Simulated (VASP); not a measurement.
# Si7C (Pm) in VASP: single point with r2SCAN

Aim: the single point of Si7C with r2SCAN.

Everything below comes from runs of VASP 6.6.1. Logs are shortened: lines on timing, memory, paths and dates and some standing lists are left out, and cuts for length are marked.

## (1) The cell of the first run

It takes space group Pm (No. 6, monoclinic). Conventional cell: a = 6.041 Å, b = 3.622 Å, c = 6.335 Å, α = 90.00°, β = 90.41°, γ = 90.00°. Within 3.1 Å of Si (site symmetry m) lie 4 Si at 2.33 to 2.44 Å. Within 3.0 Å of Si (site symmetry m) lie 4 Si at 2.27 to 2.34 Å. Si (site symmetry m) has 4 Si at 2.28 to 2.40 Å within 3.0 Å. Within 3.0 Å of Si (site symmetry m) lie 4 Si at 2.27 to 2.33 Å. Within 2.6 Å of Si (site symmetry m) lie 1 C at 1.94 Å and 3 Si at 2.30 to 2.31 Å. Si (site symmetry m) has 1 C at 1.95 Å and 3 Si at 2.34 Å within 2.6 Å. Within 2.8 Å of Si (site symmetry m) lie 2 C at 2.09 Å and 2 Si at 2.40 to 2.44 Å. Within 2.6 Å of C (site symmetry m) lie 4 Si at 1.94 to 2.09 Å.

## (2) Single point, r2SCAN

POSCAR reads:

```
Si7C
1.0
    1.8109598475     -3.1366744664      0.0000000000
   -0.0186609928     -0.0107739292     -6.0414593808
    5.4864692127      3.1676144769      0.0225388983
Si C
7 1
Direct
    0.5000000000      0.9330997844      0.1674328832
    0.0000000000      0.4308250172      0.3479704681
    0.5000000000      0.4413430556      0.8155869607
    0.5000000000      0.5475696132      0.1621219744
    0.0000000000      0.6175248810      0.6656431930
    0.0000000000      0.0452758859      0.3762040244
    0.5000000000      0.0450851241      0.7989083286
    0.0000000000      0.9392766385      0.6661321677
```

INCAR.step1 reads:

```
PREC = Accurate
ENCUT = 520
ISMEAR = 0
SIGMA = 0.02
LREAL = F
LASPH = T
NELM = 80
NBANDS = 26
GGA = PE
ALGO = Normal
EDIFF = 1E-4
LWAVE = T
LCHARG = F
```

INCAR.step2 reads:

```
PREC = Accurate
ENCUT = 520
EDIFF = 1E-6
ISMEAR = 0
SIGMA = 0.02
LREAL = F
LASPH = T
NELM = 80
ALGO = Normal
ISIF = 2
LWAVE = F
LCHARG = F
METAGGA = R2SCAN
LMIXTAU = T
NBANDS = 26
ISTART = 1
```

KPOINTS reads:

```
regular mesh
0
Gamma
  8 6 6
```

Potentials or basis: VASP PAW PBE potentials, release 64 (Si, C).

Run with:

```console
cat potpaw_PBE.64/Si/POTCAR potpaw_PBE.64/C/POTCAR > POTCAR
cp INCAR.step1 INCAR
mpirun -np 1 vasp_std > vasp.out
cp INCAR.step2 INCAR
mpirun -np 1 vasp_std > vasp.out
```

OUTCAR:

```text
PREC = Accurate
   ENCUT = 520
   EDIFF = 1E-6
   ISMEAR = 0
   LREAL = F
   LASPH = T
   NELM = 80
   ISIF = 2
   METAGGA = R2SCAN
   ISTART = 1

 ion  position               nearest neighbor table
   1  0.500  0.933  0.167-   4 2.33   6 2.34   6 2.34   7 2.44
   2  0.000  0.431  0.348-   4 2.27   4 2.27   5 2.30   6 2.34
   3  0.500  0.441  0.816-   4 2.28   5 2.31   5 2.31   7 2.40
   4  0.500  0.548  0.162-   2 2.27   2 2.27   3 2.28   1 2.33
   5  0.000  0.618  0.666-   8 1.94   2 2.30   3 2.31   3 2.31
   6  0.000  0.045  0.376-   8 1.95   2 2.34   1 2.34   1 2.34
   7  0.500  0.045  0.799-   8 2.09   8 2.09   3 2.40   1 2.44
   8  0.000  0.939  0.666-   5 1.94   6 1.95   7 2.09   7 2.09

  LATTYP: Found a simple monoclinic cell.
 ALAT       =     6.0414978077
 B/A-ratio  =     0.5995069121
 C/A-ratio  =     1.0486255642
 COS(beta)  =    -0.0071242826

  Lattice vectors:

 A1 = (  -0.0186609928,  -0.0107739292,  -6.0414593808)
 A2 = (  -1.8109598475,   3.1366744664,   0.0000000000)
 A3 = (   5.4864692127,   3.1676144769,   0.0225388983)

Analysis of symmetry for initial positions (statically):
=====================================================================
 Subroutine PRICEL returns:
 Original cell was already a primitive cell.

 Routine SETGRP: Setting up the symmetry group for a
 simple monoclinic supercell.

 Subroutine GETGRP returns: Found  2 space group operations
 (whereof  2 operations were pure point group operations)
 out of a pool of  4 trial point group operations.

The static configuration has the point symmetry C_1h.

Analysis of symmetry for dynamics (positions and initial velocities):
=====================================================================
 Subroutine PRICEL returns:
 Original cell was already a primitive cell.

 Routine SETGRP: Setting up the symmetry group for a
 simple monoclinic supercell.

 Subroutine GETGRP returns: Found  2 space group operations
 (whereof  2 operations were pure point group operations)
 out of a pool of  4 trial point group operations.

The dynamic configuration has the point symmetry C_1h.

 Subroutine INISYM returns: Found  2 space group operations
 (whereof  2 operations are pure point group operations),
 and found     1 'primitive' translations

----------------------------------------------------------------------------------------
[... 103 lines left out ...]
   ENCUT  =  520.0 eV  38.22 Ry    6.18 a.u.   6.73 11.23 11.78*2*pi/ulx,y,z
   NELM   =     80;   NELMIN=  2; NELMDL=  0     # of ELM steps
   EDIFF  = 0.1E-05   stopping-criterion for ELM
   LREAL  =      F    real-space projection
[... 7 lines left out ...]
   TEBEG  =    0.0;   TEEND  =   0.0 temperature during run
   PSTRESS=    0.0 pullay stress
   NELECT =      32.0000    total number of electrons
   NUPDOWN=      -1.0000    fix difference up-down
   EMIN   =  10.00;   EMAX   =-10.00  energy-range for DOS
   EFERMI =   0.00;   METHOD = LEGACY
   ISMEAR =     0;   SIGMA  =   0.02  broadening in eV -4-tet -1-fermi 0-gaus
   EFERMI_NEDOS =   21; number of points for ismear=-14 and -15
   IALGO  =     38    algorithm
   IMIX   =      4    mixing-type and parameters
     AMIX     =   0.40;   BMIX     =  1.00
     AMIX_MAG =   1.60;   BMIX_MAG =  1.00
  volume/ion in A,a.u.               =      17.33       116.93
  Fermi-wavevector in a.u.,A,eV,Ry     =   1.004259  1.897774 13.721963  1.008536
  Thomas-Fermi vector in A             =   2.136863
   LORBIT       =      0    0 simple, 1 ext, 2 COOP (PROOUT), +10 PAW based schemes
   METAGGA = R2SCAN    functional components
   LHFCALC =     F    Hartree Fock is set to
   AEXX    =    0.0000 exact exchange contribution
   IVDW    =     0    specifies the selected vdW correction
   LEPSILON=     F    determine dielectric tensor
   LRPA    =     F    only Hartree local field effects (RPA)
 non-spin polarized calculation
 Gauss-broadening in eV      SIGMA  =   0.02
  energy-cutoff  :      520.00
  volume of cell :      138.62
 maximum number of plane-waves:      3756
 NGX is ok and might be reduce to    28
   NGX = 13   NGY = 23   NGZ = 23

 number of electron      31.9999997 magnetization

 Free energy of the ion-electron system (eV)
  ---------------------------------------------------
  ext. energy  EPLUGINS =         0.00000000
  ---------------------------------------------------
  free energy    TOTEN  =       -69.90127313 eV

  energy without entropy =      -69.90113028  energy(sigma->0) =      -69.90120171

 E-fermi :   6.9479     XC(G=0): -10.2895

 val. band max:        6.9304111077   @ k =   0.0000   0.0000   0.0000
 cond. band min:       6.9485749681   @ k =  -0.0000   0.1667  -0.0000
 fundamental gap:      0.0181638604
 Fermi energy:         6.9479035604

 k-point     1 :       0.0000    0.0000    0.0000
  band No.  band energies     occupation
      1      -7.8464      2.00000
      2      -5.1352      2.00000
      3      -3.9139      2.00000
      4      -2.5834      2.00000
      5      -1.5373      2.00000
      6      -1.4759      2.00000
[... 685 lines left out ...]
     25      12.4347      0.00000
     26      12.7937      0.00000

 [... further k-points ...]

------------------------ aborting loop because EDIFF is reached ----------------------------------------

  FORCE on cell =-STRESS in cart. coord.  units (eV):
  Direction    XX          YY          ZZ          XY          YZ          ZX
  --------------------------------------------------------------------------------------
  -------------------------------------------------------------------------------------
  Total       -0.1301847     -0.1060118     -0.3089886     -0.0209343     -0.0044649     -0.0077327
  in kB       -1.5046415     -1.2252579     -3.5712115     -0.2419533     -0.0516040     -0.0893726
  external PRESSURE =      -2.1003703 kB  Pullay stress =       0.0000000 kB

 VOLUME and BASIS-vectors are now :
 -----------------------------------------------------------------------------
  energy-cutoff  :      520.00
  volume of cell :      138.62
      direct lattice vectors                 reciprocal lattice vectors
     1.810959847 -3.136674466  0.000000000     0.138048340 -0.239106738 -0.000000000
    -0.018660993 -0.010773929 -6.041459381     0.000509994  0.000294445 -0.165525021
     5.486469213  3.167614477  0.022538898     0.136701672  0.078924747 -0.000562996

 POSITION                                       TOTAL-FORCE (eV/Angst)
 -----------------------------------------------------------------------------------
      1.80668     -1.04803     -5.63351         0.007512      0.004337      0.012035
      1.90109      1.09759     -2.59497        -0.007249     -0.004185     -0.011893
      5.37194      1.01037     -2.64797         0.011994      0.006925     -0.015987
      1.78474     -1.06070     -3.30447        -0.004486     -0.002590      0.007796
      3.64051      2.10185     -3.71575        -0.006595     -0.003808      0.034340
      2.06319      1.19118     -0.26505        -0.025904     -0.014956     -0.016191
      5.28782      0.96181     -0.25437         0.024762      0.014296     -0.009654
      3.63719      2.09993     -5.65959        -0.000035     -0.000020     -0.000446
 -----------------------------------------------------------------------------------
    total drift:                                0.000006      0.000003     -0.000129

  FREE ENERGIE OF THE ION-ELECTRON SYSTEM (eV)
  ---------------------------------------------------
  free  energy   TOTEN  =       -69.9012731319 eV

  energy  without entropy=      -69.9011302846  energy(sigma->0) =      -69.90120171
```

OUTCAR.step1:

```text
PREC = Accurate
   ENCUT = 520
   ISMEAR = 0
   LREAL = F
[... 944 lines left out ...]
      3.64051      2.10185     -3.71575         0.009704      0.005602     -0.081978
      2.06319      1.19118     -0.26505         0.055316      0.031937      0.017320
      5.28782      0.96181     -0.25437        -0.065502     -0.037818      0.090182
      3.63719      2.09993     -5.65959         0.064926      0.037485     -0.071036
 -----------------------------------------------------------------------------------
    total drift:                               -0.000309     -0.000178      0.000368

  FREE ENERGIE OF THE ION-ELECTRON SYSTEM (eV)
  ---------------------------------------------------
  free  energy   TOTEN  =       -45.7230881811 eV

  energy  without entropy=      -45.7229353270  energy(sigma->0) =      -45.72301175
```

OSZICAR.step1:

```text
N       E                     dE             d eps       ncg     rms          rms(c)
DAV:   1     0.723526609535E+02    0.72353E+02   -0.12523E+04  5200   0.103E+03
DAV:   2    -0.408172653764E+02   -0.11317E+03   -0.10442E+03  6562   0.161E+02
DAV:   3    -0.476410732324E+02   -0.68238E+01   -0.66953E+01  6838   0.365E+01
DAV:   4    -0.477850362422E+02   -0.14396E+00   -0.14362E+00  6576   0.633E+00
DAV:   5    -0.477881659301E+02   -0.31297E-02   -0.31278E-02  6796   0.914E-01    0.114E+01
DAV:   6    -0.458900182191E+02    0.18981E+01   -0.43706E+00  6816   0.105E+01    0.640E+00
DAV:   7    -0.457615688029E+02    0.12845E+00   -0.13332E+00  6158   0.562E+00    0.309E+00
DAV:   8    -0.457256240426E+02    0.35945E-01   -0.20876E-01  7184   0.233E+00    0.738E-01
DAV:   9    -0.457213675532E+02    0.42565E-02   -0.41855E-02  7004   0.124E+00    0.279E-01
DAV:  10    -0.457228168448E+02   -0.14493E-02   -0.97399E-03  6112   0.424E-01    0.172E-01
DAV:  11    -0.457230813962E+02   -0.26455E-03   -0.13148E-03  6940   0.189E-01    0.513E-02
DAV:  12    -0.457230881811E+02   -0.67849E-05   -0.37222E-04  5816   0.106E-01
   1 F= -.45723088E+02 E0= -.45723012E+02  d E =-.152854E-03
```

It took 9.5 min on 1 thread of Intel Xeon 6975P-C (Granite Rapids), shared host; peak memory 0.43 GiB.

What came out:

* Free energy: -69.9013 eV
* Pressure: -0.2 GPa
* Largest force: 0.035 eV/Å
* Band gap on the k mesh: zero (bands 16 and 17 overlap by 0.14 eV)

Forces on the atoms (eV/Å):
```
Si   0.008  0.004  0.012
Si  -0.007 -0.004 -0.012
Si   0.012  0.007 -0.016
Si  -0.004 -0.003  0.008
Si  -0.007 -0.004  0.034
Si  -0.026 -0.015 -0.016
Si   0.025  0.014 -0.010
C    0.000  0.000  0.000
```

Stress tensor (GPa, compression positive):
```
-0.15 -0.02 -0.01
-0.02 -0.12 -0.01
-0.01 -0.01 -0.36
```

Caveat: semilocal functionals underestimate gaps, so a narrow gap can read as zero; the PAW data sets were made with another functional, which shifts forces and pressure a little.
